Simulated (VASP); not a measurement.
# WAu (P1) in VASP: notebook

WAu is run at these levels: PBE, LDA; tasks: single point.

All numbers are computed with VASP 6.6.1; they aren't measurements. Logs are shortened: lines on timing, memory, paths and dates and some standing lists are left out, and cuts for length are marked.

### 1 The cell of the first run

The typed cell holds 2 atoms: a = 3.886 Å, b = 3.886 Å, c = 3.886 Å, α = 60.00°, β = 60.00°, γ = 60.00°.

### 2 Single point, PBE

INCAR reads:

```
SYSTEM = WAu
ALGO = Normal ; EDIFF = 1E-6
ENCUT = 520 ; GGA = PE
ISIF = 2 ; ISMEAR = 1
LASPH = .True. ; LCHARG = .False.
LREAL = .False. ; LWAVE = .False.
NBANDS = 20 ; NELM = 80
PREC = Accurate ; SIGMA = 0.05
```

KPOINTS reads:

```
k-points
0
Gamma
  6 6 6
  0 0 0
```

POSCAR reads:

```
WAu
1.0
    0.0000000000      2.7479792600      2.7479792600
    2.7479792600      0.0000000000      2.7479792600
    2.7479792600      2.7479792600      0.0000000000
W Au
1 1
Direct
    0.0038740000     -0.0029770000     -0.0070910000
    0.7383630000      0.7513000000      0.7580640000
```

Potentials or basis: VASP PAW PBE potentials, release 64 (W_sv, Au).

Started as:

```
$ cat potpaw_PBE.64/W_sv/POTCAR potpaw_PBE.64/Au/POTCAR > POTCAR
$ mpirun -np 1 vasp_std > vasp.out
```

OUTCAR:

```text
SYSTEM = WAu
   EDIFF = 1E-6
   ENCUT = 520
   GGA = PE
   ISIF = 2
   ISMEAR = 1
   LASPH = .True.
   LREAL = .False.
   NELM = 80
   PREC = Accurate

 ion  position               nearest neighbor table
   1  0.004  0.997  0.993-   2 2.33   2 2.37   2 2.39   2 2.43
   2  0.738  0.751  0.758-   1 2.33   1 2.37   1 2.39   1 2.43

  LATTYP: Found a face centered cubic cell.
 ALAT       =     5.4959585200

  Lattice vectors:

 A1 = (   0.0000000000,   2.7479792600,   2.7479792600)
 A2 = (   2.7479792600,   0.0000000000,   2.7479792600)
 A3 = (   2.7479792600,   2.7479792600,   0.0000000000)

Analysis of symmetry for initial positions (statically):
=====================================================================
 Subroutine PRICEL returns:
 Original cell was already a primitive cell.

 Routine SETGRP: Setting up the symmetry group for a
 face centered cubic supercell.

 Subroutine GETGRP returns: Found  1 space group operations
 (whereof  1 operations were pure point group operations)
 out of a pool of 48 trial point group operations.

The static configuration has the point symmetry C_1 .

Analysis of symmetry for dynamics (positions and initial velocities):
=====================================================================
 Subroutine PRICEL returns:
 Original cell was already a primitive cell.

 Routine SETGRP: Setting up the symmetry group for a
 face centered cubic supercell.

 Subroutine GETGRP returns: Found  1 space group operations
 (whereof  1 operations were pure point group operations)
 out of a pool of 48 trial point group operations.

The dynamic configuration has the point symmetry C_1 .

 Subroutine INISYM returns: Found  1 space group operations
 (whereof  1 operations are pure point group operations),
 and found     1 'primitive' translations

----------------------------------------------------------------------------------------

                                     Primitive cell

  volume of cell :      41.5021

  direct lattice vectors                    reciprocal lattice vectors
     0.000000000  2.747979260  2.747979260    -0.181951883  0.181951883  0.181951883
     2.747979260  0.000000000  2.747979260     0.181951883 -0.181951883  0.181951883
     2.747979260  2.747979260  0.000000000     0.181951883  0.181951883 -0.181951883

  length of vectors
     3.886229539  3.886229539  3.886229539     0.315149905  0.315149905  0.315149905

  position of ions in fractional coordinates (direct lattice)
     0.003874000  0.997023000  0.992909000
     0.738363000  0.751300000  0.758064000

  ion indices of the primitive-cell ions
   primitive index   ion index
                 1           1
                 2           2

----------------------------------------------------------------------------------------

 KPOINTS: k-points

Automatic generation of k-mesh.
 Grid dimensions read from file:
 generate k-points for:    6    6    6

 Generating k-lattice:

  Cartesian coordinates                     Fractional coordinates (reciprocal lattice)
    -0.030325314  0.030325314  0.030325314     0.166666667  0.000000000  0.000000000
     0.030325314 -0.030325314  0.030325314     0.000000000  0.166666667  0.000000000
     0.030325314  0.030325314 -0.030325314     0.000000000  0.000000000  0.166666667

  Length of vectors
     0.052524984  0.052524984  0.052524984

  Shift w.r.t. Gamma in fractional coordinates (k-lattice)
     0.000000000  0.000000000  0.000000000

 Subroutine IBZKPT returns following result:
 ===========================================

 Found    112 irreducible k-points:

 Following reciprocal coordinates:
            Coordinates               Weight
  0.000000  0.000000  0.000000      1.000000
  0.166667  0.000000  0.000000      2.000000
  0.000000  0.166667  0.000000      2.000000
  0.000000  0.000000  0.166667      2.000000
  0.166667  0.166667  0.166667      2.000000
  0.333333  0.000000  0.000000      2.000000
[... 16 lines left out ...]
  0.166667 -0.166667 -0.166667      2.000000
  0.333333  0.333333  0.166667      2.000000
 [... further k-points ...]
   k-points           NKPTS =    112   k-points in BZ     NKDIM =    112   number of bands    NBANDS=     20
   number of dos      NEDOS =    301   number of ions     NIONS =      2
   total plane-waves  NPLWV =  27000
   dimension x,y,z NGX =    30 NGY =   30 NGZ =   30
   dimension x,y,z NGXF=    60 NGYF=   60 NGZF=   60
   ions per type =               1   1
   NGX,Y,Z   is equivalent  to a cutoff of  12.83, 12.83, 12.83 a.u.
   NGXF,Y,Z  is equivalent  to a cutoff of  25.67, 25.67, 25.67 a.u.
 SYSTEM =  WAu
   PREC   = accura    normal or accurate (medium, high low for compatibility)
   ISTART =      0    job   : 0-new  1-cont  2-samecut
   ICHARG =      2    charge: 1-file 2-atom 10-const
   ISPIN  =      1    spin polarized calculation?
   LNONCOLLINEAR =      F non collinear calculations
   LSORBIT =      F    spin-orbit coupling
   LASPH  =      T    aspherical Exc in radial PAW
   ENCUT  =  520.0 eV  38.22 Ry    6.18 a.u.   7.23  7.23  7.23*2*pi/ulx,y,z
   NELM   =     80;   NELMIN=  2; NELMDL= -5     # of ELM steps
   EDIFF  = 0.1E-05   stopping-criterion for ELM
   LREAL  =      F    real-space projection
   EDIFFG = 0.1E-04   stopping-criterion for IOM
   NSW    =      0    number of steps for IOM
   IBRION =     -1    ionic relax: 0-MD 1-quasi-New 2-CG
   NFREE  =      0    steps in history (QN), initial steepest desc. (CG)
   ISIF   =      2    stress and relaxation
   ISYM   =      2    0-nonsym 1-usesym 2-fastsym
   POTIM  = 0.5000    time-step for ionic-motion
   TEBEG  =    0.0;   TEEND  =   0.0 temperature during run
   PSTRESS=    0.0 pullay stress
   NELECT =      25.0000    total number of electrons
   NUPDOWN=      -1.0000    fix difference up-down
   EMIN   =  10.00;   EMAX   =-10.00  energy-range for DOS
   EFERMI =   0.00;   METHOD = LEGACY
   ISMEAR =     1;   SIGMA  =   0.05  broadening in eV -4-tet -1-fermi 0-gaus
   EFERMI_NEDOS =   21; number of points for ismear=-14 and -15
   IALGO  =     38    algorithm
   IMIX   =      4    mixing-type and parameters
     AMIX     =   0.40;   BMIX     =  1.00
     AMIX_MAG =   1.60;   BMIX_MAG =  1.00
  volume/ion in A,a.u.               =      20.75       140.04
  Fermi-wavevector in a.u.,A,eV,Ry     =   1.382605  2.612744 26.008842  1.911596
  Thomas-Fermi vector in A             =   2.507280
   LORBIT       =      0    0 simple, 1 ext, 2 COOP (PROOUT), +10 PAW based schemes
   GGA     = PE    functional components
   LHFCALC =     F    Hartree Fock is set to
   AEXX    =    0.0000 exact exchange contribution
   IVDW    =     0    specifies the selected vdW correction
   LEPSILON=     F    determine dielectric tensor
   LRPA    =     F    only Hartree local field effects (RPA)
 non-spin polarized calculation
 Methfessel and Paxton  Order N= 1 SIGMA  =   0.05
  energy-cutoff  :      520.00
  volume of cell :       41.50
 maximum number of plane-waves:      1139
 NGX is ok and might be reduce to    30
   NGX = 15   NGY = 15   NGZ = 15

 number of electron      25.0000000 magnetization

 Free energy of the ion-electron system (eV)
  ---------------------------------------------------
  ext. energy  EPLUGINS =         0.00000000
  ---------------------------------------------------
  free energy    TOTEN  =       -11.59664801 eV

  energy without entropy =      -11.59512746  energy(sigma->0) =      -11.59614116

 E-fermi :   7.6671     XC(G=0): -11.5437

 val. band max:        7.6652453875   @ k =   0.3333   0.5000   0.1667
 cond. band min:       7.6688913954   @ k =   0.3333   0.5000   0.0000
 fundamental gap:      0.0036460079
 Fermi energy:         7.6670815663

 k-point     1 :       0.0000    0.0000    0.0000
  band No.  band energies     occupation
      1     -66.4650      2.00000
      2     -30.7964      2.00000
      3     -30.7676      2.00000
      4     -30.7481      2.00000
      5      -0.8969      2.00000
      6       0.9230      2.00000
[... 12 lines left out ...]
     19      19.4189      0.00000
     20      19.5770      0.00000

 k-point     2 :       0.1667    0.0000    0.0000
  band No.  band energies     occupation
      1     -66.4641      2.00000
      2     -30.8029      2.00000
      3     -30.7661      2.00000
      4     -30.7471      2.00000
      5      -0.4003      2.00000
      6       0.7706      2.00000
[... 12 lines left out ...]
     19      19.4078      0.00000
     20      19.6516      0.00000

 k-point     3 :       0.0000    0.1667    0.0000
  band No.  band energies     occupation
      1     -66.4642      2.00000
      2     -30.7961      2.00000
      3     -30.7720      2.00000
      4     -30.7489      2.00000
      5      -0.4180      2.00000
      6       0.8024      2.00000
[... 12 lines left out ...]
     19      19.3332      0.00000
     20      19.5916      0.00000

 k-point     4 :       0.0000    0.0000    0.1667
  band No.  band energies     occupation
      1     -66.4643      2.00000
      2     -30.7958      2.00000
      3     -30.7678      2.00000
      4     -30.7539      2.00000
      5      -0.4285      2.00000
      6       0.8247      2.00000
[... 12 lines left out ...]
     19      19.3136      0.00000
     20      19.4980      0.00000

 k-point     5 :       0.1667    0.1667    0.1667
  band No.  band energies     occupation
      1     -66.4642      2.00000
      2     -30.7987      2.00000
      3     -30.7702      2.00000
      4     -30.7478      2.00000
      5      -0.4104      2.00000
      6       0.7887      2.00000
[... 12 lines left out ...]
     19      19.3958      0.00000
     20      19.6263      0.00000
[... 353 lines left out ...]
      6       0.6344      2.00000
[... 12 lines left out ...]
     19      17.4563      0.00000
     20      19.9080      0.00000

 k-point    22 :       0.1667    0.3333    0.0000
  band No.  band energies     occupation
      1     -66.4628      2.00000
      2     -30.7988      2.00000
      3     -30.7775      2.00000
      4     -30.7502      2.00000
      5       0.3840      2.00000
      6       0.6013      2.00000
[... 12 lines left out ...]
     19      17.4981      0.00000
     20      19.9023      0.00000

 k-point    23 :       0.1667   -0.1667   -0.1667
  band No.  band energies     occupation
      1     -66.4625      2.00000
      2     -30.8083      2.00000
      3     -30.7711      2.00000
      4     -30.7456      2.00000
      5       0.3813      2.00000
      6       0.6370      2.00000
[... 12 lines left out ...]
     19      17.4867      0.00000
     20      19.8551      0.00000

 k-point    24 :       0.3333    0.3333    0.1667
  band No.  band energies     occupation
      1     -66.4625      2.00000
      2     -30.8076      2.00000
      3     -30.7703      2.00000
      4     -30.7474      2.00000
      5       0.3842      2.00000
      6       0.6642      2.00000
[... 12 lines left out ...]
     19      17.4404      0.00000
     20      19.9194      0.00000

 [... further k-points ...]

------------------------ aborting loop because EDIFF is reached ----------------------------------------

  FORCE on cell =-STRESS in cart. coord.  units (eV):
  Direction    XX          YY          ZZ          XY          YZ          ZX
  --------------------------------------------------------------------------------------
  -------------------------------------------------------------------------------------
  Total        8.6233096      8.7581031      8.7150918     -0.9645793      1.6703811     -0.1367858
  in kB      332.9003214    338.1039837    336.4435456    -37.2372994     64.4845690     -5.2805771
  external PRESSURE =     335.8159502 kB  Pullay stress =       0.0000000 kB

 VOLUME and BASIS-vectors are now :
 -----------------------------------------------------------------------------
  energy-cutoff  :      520.00
  volume of cell :       41.50
      direct lattice vectors                 reciprocal lattice vectors
     0.000000000  2.747979260  2.747979260    -0.181951883  0.181951883  0.181951883
     2.747979260  0.000000000  2.747979260     0.181951883 -0.181951883  0.181951883
     2.747979260  2.747979260  0.000000000     0.181951883  0.181951883 -0.181951883

 POSITION                                       TOTAL-FORCE (eV/Angst)
 -----------------------------------------------------------------------------------
      5.46829      2.73914      2.75044         1.177759     -0.116388     -0.688722
      4.14770      4.11215      4.09356        -1.177759      0.116388      0.688722
 -----------------------------------------------------------------------------------
    total drift:                                0.000051     -0.000028      0.000025

  FREE ENERGIE OF THE ION-ELECTRON SYSTEM (eV)
  ---------------------------------------------------
  free  energy   TOTEN  =       -11.5966480086 eV

  energy  without entropy=      -11.5951274613  energy(sigma->0) =      -11.59614116
```

Wall time 46 s (1 thread of AMD EPYC 9R45 (Zen 5), shared host); peak memory 0.21 GiB.

What came out:

| Item | Value |
| --- | --- |
| Free energy | -11.5966 eV |
| Pressure | 33.6 GPa |
| Largest force | 1.369 eV/Å |

Forces on the atoms (eV/Å):
```
W    1.178 -0.116 -0.689
Au  -1.178  0.116  0.689
```

Stress tensor (GPa, compression positive):
```
33.29 -3.72 -0.53
-3.72 33.81  6.45
-0.53  6.45 33.64
```

Caveat: spin-orbit coupling is left out, which moves the levels of the heavy elements; forces of over 1 eV/Å act on the atoms, so gaps and moduli don't describe the material at rest.

(Part 1 of 2 ends here.)
